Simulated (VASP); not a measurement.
A run of VASP 6.6.1:

File INCAR:

```
SYSTEM = Mo
  ALGO = Fast
  EDIFF = 1E-6
  ENCUT = 520
  GGA = PS
  ISIF = 2
  ISMEAR = 0
  LASPH = .True.
  LCHARG = .False.
  LREAL = .False.
  LWAVE = .False.
  NBANDS = 21
  NELM = 100
  PREC = Accurate
  SIGMA = 0.1
```

File KPOINTS:

```
k-points
0
Gamma
  16 16 16
  0 0 0
```

Contents of POSCAR:

```
Mo
1.0
    3.3171003647      0.0000000000      0.0000000000
    0.0000000000      3.3171003647      0.0000000000
    0.0000000000      0.0000000000      3.0166837279
Mo
2
Direct
    0.0000000000      0.0000000000      0.0000000000
    0.5000000000      0.5000000000      0.5000000000
```

Potentials or basis: VASP PAW PBE potentials, release 64 (Mo_sv).

Run with:

```sh
$ cat potpaw_PBE.64/Mo_sv/POTCAR > POTCAR
$ mpirun -np 1 vasp_std > vasp.out
```

Hardware: 1 thread of AMD EPYC 7R13 Processor (Zen 3), on a shared host.

Estimate the wall time of this run.

Wall time 2.8 min on 1 thread of AMD EPYC 7R13 Processor (Zen 3), on a shared host, peak memory 0.29 GiB. Counts: scf iterations 13, k points 405.
